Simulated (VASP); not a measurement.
# SiC (mix) (F-43m) in VASP: notebook

SiC (mix) is run at these levels: PBE; tasks: single point.

All numbers are computed with VASP 6.6.1; they aren't measurements. Logs are shortened: lines on timing, memory, paths and dates and some standing lists are left out, and cuts for length are marked.

**What was measured.**

From “Insight into the structural, elastic and electronic properties of a new orthorhombic 6O-SiC polytype”, 2020, pmc:7200658, for a bulk crystal of SiC: band gap 2.4 eV (indirect).

How close the calculation comes is told below.

**1. The cell of the first run**

The structure is cubic, space group F-43m (No. 216). Conventional cell: a = 4.380 Å, b = 4.380 Å, c = 4.380 Å, α = 90.00°, β = 90.00°, γ = 90.00°. Si (site symmetry -43m) has 4 C at 1.90 Å within 2.5 Å. C (site symmetry -43m) has 4 Si at 1.90 Å within 2.5 Å.

**2. Single point, PBE**

File INCAR:

```
SYSTEM = SiC
ALGO = Normal ; EDIFF = 1E-6
ENCUT = 600 ; GGA = PE
GGA_COMPAT = .False. ; ISIF = 2
ISMEAR = 0 ; LASPH = .True.
LCHARG = .False. ; LREAL = .False.
LWAVE = .False. ; NBANDS = 11
NELM = 120 ; PREC = Accurate
SIGMA = 0.02
```

File KPOINTS:

```
k-points
0
Gamma
  10 10 10
  0 0 0
```

File POSCAR:

```
SiC
1.0
    0.0000000000      2.1898720805      2.1898720805
    2.1898720805      0.0000000000      2.1898720805
    2.1898720805      2.1898720805      0.0000000000
Si C
1 1
Direct
    0.0000000000      0.0000000000      0.0000000000
    0.2500000000      0.2500000000      0.2500000000
```

Potentials or basis: VASP PAW PBE potentials, release 64 (Si, C).

The run is started by

```
> cat potpaw_PBE.64/Si/POTCAR potpaw_PBE.64/C/POTCAR > POTCAR
> mpirun -np 1 vasp_std > vasp.out
```

OUTCAR:

```text
SYSTEM = SiC
   EDIFF = 1E-6
   ENCUT = 600
   GGA = PE
   ISIF = 2
   ISMEAR = 0
   LASPH = .True.
   LREAL = .False.
   NELM = 120
   PREC = Accurate

 ion  position               nearest neighbor table
   1  0.000  0.000  0.000-   2 1.90   2 1.90   2 1.90   2 1.90
   2  0.250  0.250  0.250-   1 1.90   1 1.90   1 1.90   1 1.90

  LATTYP: Found a face centered cubic cell.
 ALAT       =     4.3797441610

  Lattice vectors:

 A1 = (   0.0000000000,   2.1898720805,   2.1898720805)
 A2 = (   2.1898720805,   0.0000000000,   2.1898720805)
 A3 = (   2.1898720805,   2.1898720805,   0.0000000000)

Analysis of symmetry for initial positions (statically):
=====================================================================
 Subroutine PRICEL returns:
 Original cell was already a primitive cell.

 Routine SETGRP: Setting up the symmetry group for a
 face centered cubic supercell.

 Subroutine GETGRP returns: Found 24 space group operations
 (whereof 24 operations were pure point group operations)
 out of a pool of 48 trial point group operations.

The static configuration has the point symmetry T_d .

Analysis of symmetry for dynamics (positions and initial velocities):
=====================================================================
 Subroutine PRICEL returns:
 Original cell was already a primitive cell.

 Routine SETGRP: Setting up the symmetry group for a
 face centered cubic supercell.

 Subroutine GETGRP returns: Found 24 space group operations
 (whereof 24 operations were pure point group operations)
 out of a pool of 48 trial point group operations.

The dynamic configuration has the point symmetry T_d .

 Subroutine INISYM returns: Found 24 space group operations
 (whereof 24 operations are pure point group operations),
 and found     1 'primitive' translations

----------------------------------------------------------------------------------------

                                     Primitive cell

  volume of cell :      21.0032

  direct lattice vectors                    reciprocal lattice vectors
     0.000000000  2.189872080  2.189872080    -0.228323839  0.228323839  0.228323839
     2.189872080  0.000000000  2.189872080     0.228323839 -0.228323839  0.228323839
     2.189872080  2.189872080  0.000000000     0.228323839  0.228323839 -0.228323839

  length of vectors
     3.096946796  3.096946796  3.096946796     0.395468489  0.395468489  0.395468489

  position of ions in fractional coordinates (direct lattice)
     0.000000000  0.000000000  0.000000000
     0.250000000  0.250000000  0.250000000

  ion indices of the primitive-cell ions
   primitive index   ion index
                 1           1
[... 79 lines left out ...]
   ISIF   =      2    stress and relaxation
   ISYM   =      2    0-nonsym 1-usesym 2-fastsym
   POTIM  = 0.5000    time-step for ionic-motion
   TEBEG  =    0.0;   TEEND  =   0.0 temperature during run
   PSTRESS=    0.0 pullay stress
   NELECT =       8.0000    total number of electrons
   NUPDOWN=      -1.0000    fix difference up-down
   EMIN   =  10.00;   EMAX   =-10.00  energy-range for DOS
   EFERMI =   0.00;   METHOD = LEGACY
   ISMEAR =     0;   SIGMA  =   0.02  broadening in eV -4-tet -1-fermi 0-gaus
   EFERMI_NEDOS =   21; number of points for ismear=-14 and -15
   IALGO  =     38    algorithm
   IMIX   =      4    mixing-type and parameters
     AMIX     =   0.40;   BMIX     =  1.00
     AMIX_MAG =   1.60;   BMIX_MAG =  1.00
  volume/ion in A,a.u.               =      10.50        70.87
  Fermi-wavevector in a.u.,A,eV,Ry     =   1.186705  2.242547 19.160658  1.408269
  Thomas-Fermi vector in A             =   2.322872
   LORBIT       =      0    0 simple, 1 ext, 2 COOP (PROOUT), +10 PAW based schemes
   GGA     = PE    functional components
   LHFCALC =     F    Hartree Fock is set to
   AEXX    =    0.0000 exact exchange contribution
   IVDW    =     0    specifies the selected vdW correction
   LEPSILON=     F    determine dielectric tensor
   LRPA    =     F    only Hartree local field effects (RPA)
 non-spin polarized calculation
 Gauss-broadening in eV      SIGMA  =   0.02
  energy-cutoff  :      600.00
  volume of cell :       21.00
 maximum number of plane-waves:       725
 NGX is ok and might be reduce to    28
   NGX = 13   NGY = 13   NGZ = 13

 number of electron       8.0000000 magnetization

 Free energy of the ion-electron system (eV)
  ---------------------------------------------------
  ext. energy  EPLUGINS =         0.00000000
  ---------------------------------------------------
  free energy    TOTEN  =       -15.06218779 eV

  energy without entropy =      -15.06218779  energy(sigma->0) =      -15.06218779

 E-fermi :   8.0343     XC(G=0): -11.2911

 val. band max:        7.9395565244   @ k =   0.0000   0.0000   0.0000
 cond. band min:       9.3106054992   @ k =   0.5000   0.5000   0.0000
 fundamental gap:      1.3710489748
 Fermi energy:         8.0343279954

 k-point     1 :       0.0000    0.0000    0.0000
  band No.  band energies     occupation
      1      -7.3468      2.00000
      2       7.9396      2.00000
      3       7.9396      2.00000
      4       7.9396      2.00000
      5      13.9982      0.00000
      6      15.1446      0.00000
      7      15.1446      0.00000
      8      15.1446      0.00000
      9      22.3600      0.00000
     10      22.3600      0.00000
     11      24.1899      0.00000
[... 309 lines left out ...]
 k-point    24 :       0.4000    0.3000    0.0000
  band No.  band energies     occupation
      1      -4.2453      2.00000
      2       2.3763      2.00000
      3       4.8185      2.00000
      4       5.3386      2.00000
      5      10.7984      0.00000
      6      13.5026      0.00000
      7      19.4019      0.00000
      8      19.7306      0.00000
      9      21.5328      0.00000
     10      25.8800      0.00000
     11      28.9669      0.00000

 [... further k-points ...]
[... 5 lines left out ...]
  --------------------------------------------------------------------------------------
  -------------------------------------------------------------------------------------
  Total       -0.0242693     -0.0242693     -0.0242693      0.0000000     -0.0000000      0.0000000
  in kB       -1.8513196     -1.8513196     -1.8513196      0.0000000     -0.0000000      0.0000000
  external PRESSURE =      -1.8513196 kB  Pullay stress =       0.0000000 kB

 VOLUME and BASIS-vectors are now :
 -----------------------------------------------------------------------------
  energy-cutoff  :      600.00
  volume of cell :       21.00
      direct lattice vectors                 reciprocal lattice vectors
     0.000000000  2.189872080  2.189872080    -0.228323839  0.228323839  0.228323839
     2.189872080  0.000000000  2.189872080     0.228323839 -0.228323839  0.228323839
     2.189872080  2.189872080  0.000000000     0.228323839  0.228323839 -0.228323839

 POSITION                                       TOTAL-FORCE (eV/Angst)
 -----------------------------------------------------------------------------------
      0.00000      0.00000      0.00000         0.000000      0.000000      0.000000
      1.09494      1.09494      1.09494        -0.000000     -0.000000     -0.000000
 -----------------------------------------------------------------------------------
    total drift:                               -0.000000     -0.000000     -0.000000

  FREE ENERGIE OF THE ION-ELECTRON SYSTEM (eV)
  ---------------------------------------------------
  free  energy   TOTEN  =       -15.0621877919 eV

  energy  without entropy=      -15.0621877919  energy(sigma->0) =      -15.06218779
```

stdout:

```text
POSCAR found type information on POSCAR SiC
 POSCAR found :  2 types and       2 ions
 scaLAPACK will be used
 LDA part: xc-table for (Slater+PW92), standard interpolation
 POSCAR, INCAR and KPOINTS ok, starting setup
 FFT: planning ... GRIDC
 FFT: planning ... GRID_SOFT
 FFT: planning ... GRID
 WAVECAR not read
 entering main loop
```

Run time: 14 s. Hardware: 1 thread of Intel Xeon 8259CL, shared host; peak memory 0.15 GiB.

What came out:

| Property | Result |
| --- | --- |
| Free energy | -15.0622 eV |
| Pressure | -0.2 GPa |
| Band gap on the k mesh | 1.37 eV, indirect (least direct gap 4.53 eV) |

**3. Single point, PBE**

File INCAR:

```
PREC     = Accurate       # precision mode
ENCUT    = 600            # plane-wave cutoff, eV
EDIFF    = 1E-6           # SCF threshold, eV
ISMEAR   = 0              # smearing method
SIGMA    = 0.02           # smearing width, eV
LREAL    = F              # projectors in reciprocal space
LASPH    = T              # aspherical terms in the spheres
NELM     = 120            # most SCF steps
ALGO     = Normal         # electronic algorithm
ISIF     = 2              # what is computed and relaxed
LWAVE    = F              # write WAVECAR
LCHARG   = F              # write CHGCAR
GGA      = PE             # functional
NBANDS   = 11             # bands
GGA_COMPAT= F
```

File KPOINTS:

```
regular mesh
0
Gamma
  10 10 10
```

POSCAR is that of step 2.

Potentials or basis: VASP PAW PBE potentials, release 64 (Si, C).

The run is started by

```
> cat potpaw_PBE.64/Si/POTCAR potpaw_PBE.64/C/POTCAR > POTCAR
> mpirun -np 1 vasp_std > vasp.out
```

It took 15 s on 1 thread of Intel Xeon 8259CL, shared host; peak memory 0.15 GiB.

The run converged. Its results:

- Free energy: -15.0622 eV
- Pressure: -0.2 GPa
- Band gap on the k mesh: 1.37 eV, indirect (least direct gap 4.53 eV)

Levels at points of the mesh, in eV from the valence-band top:
| k point | band 1 | band 2 | band 3 | band 4 | band 5 | band 6 | band 7 | band 8 | band 9 |
| --- | --- | --- | --- | --- | --- | --- | --- | --- | --- |
| (0.00, 0.00, 0.00) | -15.29 | 0.00 | 0.00 | 0.00 | 6.06 | 7.21 | 7.21 | 7.21 | 14.42 |
| (0.50, 0.00, 0.00) | -11.78 | -8.45 | -1.05 | -1.05 | 5.30 | 7.17 | 7.17 | 9.97 | 16.02 |
| (0.50, 0.50, 0.00) | -10.34 | -7.75 | -3.16 | -3.16 | 1.37 | 4.27 | 13.86 | 13.86 | 14.59 |

**4. How close it comes**

Step 2. Measured gap of SiC: 2.4 eV (indirect; quoted in “Insight into the structural, elastic and electronic properties of a new orthorhombic 6O-SiC polytype”, 2020, pmc:7200658). This calculation gives 1.37 eV (-1.03 eV). The value is that of PBE on a finite k mesh, which can miss the band edges, without temperature or zero-point motion. Semilocal functionals fall short of measured gaps as a rule.

Step 3. Against the measured gap of SiC, 2.4 eV (indirect; quoted in “Insight into the structural, elastic and electronic properties of a new orthorhombic 6O-SiC polytype”, 2020, pmc:7200658), the calculated 1.37 eV is off by -1.03 eV. The value is that of PBE on a finite k mesh, which can miss the band edges, without temperature or zero-point motion. Semilocal functionals fall short of measured gaps as a rule.
